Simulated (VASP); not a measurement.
# BN (F-43m) in VASP: single point with PBEsol

Aim: the single point of BN with PBEsol.

Program: VASP 6.6.1. These are calculated values, not measurements. Logs are shortened: lines on timing, memory, paths and dates and some standing lists are left out, and cuts for length are marked.

### Step 1. The cell of the first run

It takes space group F-43m (No. 216, cubic). Conventional cell: a = 3.605 Å, b = 3.605 Å, c = 3.605 Å, α = 90.00°, β = 90.00°, γ = 90.00°. Within 2.1 Å of B (site symmetry -43m) lie 4 N at 1.56 Å. N (site symmetry -43m) has 4 B at 1.56 Å within 2.1 Å.

### Step 2. Single point, PBEsol

Input file INCAR:

```
SYSTEM = BN
ALGO = Normal
EDIFF = 1E-6
ENCUT = 600
GGA = PS
GGA_COMPAT = .False.
ISIF = 2
ISMEAR = 0
LASPH = .True.
LCHARG = .False.
LREAL = .False.
LWAVE = .False.
NBANDS = 11
NELM = 120
PREC = Accurate
SIGMA = 0.02
```

Input file KPOINTS:

```
k-points
0
Gamma
  12 12 12
  0 0 0
```

Input file POSCAR:

```
BN
1.0
    0.0000000000      1.8025451213      1.8025451213
    1.8025451213      0.0000000000      1.8025451213
    1.8025451213      1.8025451213      0.0000000000
B N
1 1
Direct
    0.0000000000      0.0000000000      0.0000000000
    0.2500000000      0.2500000000      0.2500000000
```

Potentials or basis: VASP PAW PBE potentials, release 64 (B, N).

Started as:

```sh
$ cat potpaw_PBE.64/B/POTCAR potpaw_PBE.64/N/POTCAR > POTCAR
$ mpirun -np 1 vasp_std > vasp.out
```

OUTCAR:

```text
SYSTEM = BN
   EDIFF = 1E-6
   ENCUT = 600
   GGA = PS
   ISIF = 2
   ISMEAR = 0
   LASPH = .True.
   LREAL = .False.
   NELM = 120
   PREC = Accurate

 ion  position               nearest neighbor table
   1  0.000  0.000  0.000-   2 1.56   2 1.56   2 1.56   2 1.56
   2  0.250  0.250  0.250-   1 1.56   1 1.56   1 1.56   1 1.56

  LATTYP: Found a face centered cubic cell.
 ALAT       =     3.6050902426

  Lattice vectors:

 A1 = (   0.0000000000,   1.8025451213,   1.8025451213)
 A2 = (   1.8025451213,   0.0000000000,   1.8025451213)
 A3 = (   1.8025451213,   1.8025451213,   0.0000000000)

Analysis of symmetry for initial positions (statically):
=====================================================================
 Subroutine PRICEL returns:
 Original cell was already a primitive cell.

 Routine SETGRP: Setting up the symmetry group for a
 face centered cubic supercell.

 Subroutine GETGRP returns: Found 24 space group operations
 (whereof 24 operations were pure point group operations)
 out of a pool of 48 trial point group operations.

The static configuration has the point symmetry T_d .

Analysis of symmetry for dynamics (positions and initial velocities):
=====================================================================
 Subroutine PRICEL returns:
 Original cell was already a primitive cell.

 Routine SETGRP: Setting up the symmetry group for a
 face centered cubic supercell.

 Subroutine GETGRP returns: Found 24 space group operations
 (whereof 24 operations were pure point group operations)
 out of a pool of 48 trial point group operations.

The dynamic configuration has the point symmetry T_d .

 Subroutine INISYM returns: Found 24 space group operations
 (whereof 24 operations are pure point group operations),
 and found     1 'primitive' translations

----------------------------------------------------------------------------------------

                                     Primitive cell

  volume of cell :      11.7135

  direct lattice vectors                    reciprocal lattice vectors
     0.000000000  1.802545121  1.802545121    -0.277385567  0.277385567  0.277385567
     1.802545121  0.000000000  1.802545121     0.277385567 -0.277385567  0.277385567
     1.802545121  1.802545121  0.000000000     0.277385567  0.277385567 -0.277385567

  length of vectors
     2.549183757  2.549183757  2.549183757     0.480445895  0.480445895  0.480445895

  position of ions in fractional coordinates (direct lattice)
     0.000000000  0.000000000  0.000000000
     0.250000000  0.250000000  0.250000000

[... 85 lines left out ...]
   TEBEG  =    0.0;   TEEND  =   0.0 temperature during run
   PSTRESS=    0.0 pullay stress
   NELECT =       8.0000    total number of electrons
   NUPDOWN=      -1.0000    fix difference up-down
   EMIN   =  10.00;   EMAX   =-10.00  energy-range for DOS
   EFERMI =   0.00;   METHOD = LEGACY
   ISMEAR =     0;   SIGMA  =   0.02  broadening in eV -4-tet -1-fermi 0-gaus
   EFERMI_NEDOS =   21; number of points for ismear=-14 and -15
   IALGO  =     38    algorithm
   IMIX   =      4    mixing-type and parameters
     AMIX     =   0.40;   BMIX     =  1.00
     AMIX_MAG =   1.60;   BMIX_MAG =  1.00
  volume/ion in A,a.u.               =       5.86        39.52
  Fermi-wavevector in a.u.,A,eV,Ry     =   1.441701  2.724421 28.279753  2.078503
  Thomas-Fermi vector in A             =   2.560304
   LORBIT       =      0    0 simple, 1 ext, 2 COOP (PROOUT), +10 PAW based schemes
   GGA     = PS    functional components
   LHFCALC =     F    Hartree Fock is set to
   AEXX    =    0.0000 exact exchange contribution
   IVDW    =     0    specifies the selected vdW correction
   LEPSILON=     F    determine dielectric tensor
   LRPA    =     F    only Hartree local field effects (RPA)
 non-spin polarized calculation
 Gauss-broadening in eV      SIGMA  =   0.02
  energy-cutoff  :      600.00
  volume of cell :       11.71
 maximum number of plane-waves:       399
   NGX = 11   NGY = 11   NGZ = 11

 number of electron       7.9999999 magnetization

 Free energy of the ion-electron system (eV)
  ---------------------------------------------------
  ext. energy  EPLUGINS =         0.00000000
  ---------------------------------------------------
  free energy    TOTEN  =       -18.35067106 eV

  energy without entropy =      -18.35067106  energy(sigma->0) =      -18.35067106

 E-fermi :   7.6834     XC(G=0): -13.0565

 val. band max:        7.4644379014   @ k =   0.0000   0.0000   0.0000
 cond. band min:      11.7496070985   @ k =   0.5000   0.5000   0.0000
 fundamental gap:      4.2851691971
 Fermi energy:         7.6833571833

 k-point     1 :       0.0000    0.0000    0.0000
  band No.  band energies     occupation
      1     -12.8829      2.00000
      2       7.4644      2.00000
      3       7.4644      2.00000
      4       7.4644      2.00000
      5      16.2646      0.00000
      6      16.2646      0.00000
      7      16.2646      0.00000
      8      17.8658      0.00000
      9      32.1291      0.00000
     10      35.2535      0.00000
     11      35.2535      0.00000
[... 309 lines left out ...]
 k-point    24 :      -0.4167    0.1667    0.0000
  band No.  band energies     occupation
      1      -8.2064      2.00000
      2      -2.6870      2.00000
      3       3.2879      2.00000
      4       4.8593      2.00000
      5      16.6879      0.00000
      6      19.6991      0.00000
      7      19.7036      0.00000
      8      23.1702      0.00000
      9      28.4114      0.00000
     10      32.7525      0.00000
     11      34.1874      0.00000

 [... further k-points ...]

------------------------ aborting loop because EDIFF is reached ----------------------------------------

  FORCE on cell =-STRESS in cart. coord.  units (eV):
  Direction    XX          YY          ZZ          XY          YZ          ZX
  --------------------------------------------------------------------------------------
  -------------------------------------------------------------------------------------
  Total        0.0382320      0.0382320      0.0382320      0.0000000      0.0000000     -0.0000000
  in kB        5.2293660      5.2293660      5.2293660      0.0000000      0.0000000     -0.0000000
  external PRESSURE =       5.2293660 kB  Pullay stress =       0.0000000 kB

 VOLUME and BASIS-vectors are now :
 -----------------------------------------------------------------------------
  energy-cutoff  :      600.00
  volume of cell :       11.71
      direct lattice vectors                 reciprocal lattice vectors
     0.000000000  1.802545121  1.802545121    -0.277385567  0.277385567  0.277385567
     1.802545121  0.000000000  1.802545121     0.277385567 -0.277385567  0.277385567
     1.802545121  1.802545121  0.000000000     0.277385567  0.277385567 -0.277385567

 POSITION                                       TOTAL-FORCE (eV/Angst)
 -----------------------------------------------------------------------------------
      0.00000      0.00000      0.00000         0.000000      0.000000      0.000000
      0.90127      0.90127      0.90127        -0.000000     -0.000000     -0.000000
 -----------------------------------------------------------------------------------
    total drift:                                0.000000      0.000000      0.000000

  FREE ENERGIE OF THE ION-ELECTRON SYSTEM (eV)
  ---------------------------------------------------
  free  energy   TOTEN  =       -18.3506710592 eV

  energy  without entropy=      -18.3506710592  energy(sigma->0) =      -18.35067106
```

OSZICAR:

```text
N       E                     dE             d eps       ncg     rms          rms(c)
DAV:   1     0.149799645678E+02    0.14980E+02   -0.54410E+03  1592   0.812E+02
DAV:   2    -0.186289644551E+02   -0.33609E+02   -0.32506E+02  1890   0.190E+02
DAV:   3    -0.193083121723E+02   -0.67935E+00   -0.67824E+00  1890   0.228E+01
DAV:   4    -0.193091681047E+02   -0.85593E-03   -0.85592E-03  1731   0.914E-01
DAV:   5    -0.193091688616E+02   -0.75691E-06   -0.75690E-06  1839   0.274E-02    0.658E+00
DAV:   6    -0.184572033048E+02    0.85197E+00   -0.26689E+00  1714   0.987E+00    0.326E+00
DAV:   7    -0.183713092744E+02    0.85894E-01   -0.10200E-01  1809   0.257E+00    0.187E+00
DAV:   8    -0.183506484236E+02    0.20661E-01   -0.33135E-02  1779   0.126E+00    0.183E-01
DAV:   9    -0.183506491975E+02   -0.77391E-06   -0.83309E-04  1701   0.252E-01    0.803E-02
DAV:  10    -0.183506691306E+02   -0.19933E-04   -0.63651E-05  1758   0.764E-02    0.135E-02
DAV:  11    -0.183506709772E+02   -0.18466E-05   -0.39933E-06  1786   0.157E-02    0.830E-03
DAV:  12    -0.183506710592E+02   -0.81984E-07   -0.93830E-07   867   0.692E-03
   1 F= -.18350671E+02 E0= -.18350671E+02  d E =-.180801E-56
```

Run time: 8.2 s. Hardware: 1 thread of Intel Xeon Platinum 8259CL at 2.50GHz (Skylake/Cascade Lake), shared host; peak memory 0.12 GiB.

Results:

| Property | Result |
| --- | --- |
| Free energy | -18.3507 eV |
| Pressure | 0.5 GPa |
| Band gap on the k mesh | 4.29 eV (least direct gap 8.80 eV) |

Caveat: the PAW data sets were made with another functional, which shifts forces and pressure a little.
